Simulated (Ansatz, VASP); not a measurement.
# One calculation of TaN, two programs

The input INCAR:

```
PREC = Accurate
ENCUT = 520
EDIFF = 1E-6
ISMEAR = 0
SIGMA = 0.15
LREAL = F
LASPH = T
NELM = 60
ALGO = Normal
ISIF = 2
LWAVE = F
LCHARG = T
GGA = PE
LELF = T
LVHAR = T
NBANDS = 15
```

Contents of KPOINTS:

```
Automatic mesh
0
Gamma
  24 24 24
```

Contents of POSCAR:

```
TaN
1.0
    0.0000000000      2.1423757347      2.1423757347
    2.1423757347      0.0000000000      2.1423757347
    2.1423757347      2.1423757347      0.0000000000
Ta N
1 1
Direct
    0.5000000000      0.5000000000      0.5000000000
    0.0000000000      0.0000000000      0.0000000000
```

Input for Ansatz:

```yaml
crystal:
  lattice:
    - [0.0, 2.1423757347, 2.1423757347]
    - [2.1423757347, 0.0, 2.1423757347]
    - [2.1423757347, 2.1423757347, 0.0]
  atoms:
    - { symbol: Ta, position: [0.5, 0.5, 0.5] }
    - { symbol: "N", position: [0.0, 0.0, 0.0] }
basis:
  ecutwfc: 420
kpoints:
  mp_grid: { grid: [24, 24, 24] }
hamiltonian:
  xc: pbe
scf:
  occupations: { method: gaussian, width: 0.15 }
output:
  forces: true
  stress: true
  eigenvalues: true
```

Change from the starting cell: strain -0.030 along x and y, -0.030 along z, atoms carried along.

Alike in both runs: task single point; functional PBE; k mesh 24 × 24 × 24; occupations gaussian, width 0.15 eV; no spin polarisation.

|  | VASP | Ansatz |
| --- | --- | --- |
| version | VASP 6.6.1 | Ansatz 0.2.0 |
| potentials or method | VASP PAW PBE potentials, release 64 (Ta_pv, N), cutoff 520 eV | scalar-relativistic, plane waves, PAW |
| valence electrons in the cell | 16 | 18 |

|  | VASP | Ansatz | Ansatz less VASP |
| --- | --- | --- | --- |
| gap on the k mesh at the Fermi level (eV) | none | none | - |
| pressure (GPa) | 38.1 | 36.8 | -1.26 |

A gap of «none» marks a metal or a gap that the smearing closes. Both programs put the cell under a high pressure, so it lies far from rest at this level. VASP's potentials hold 16 valence electrons a cell and Ansatz's 18, so a difference there can come from the potentials and not from the codes.

Spin-orbit coupling is off throughout.
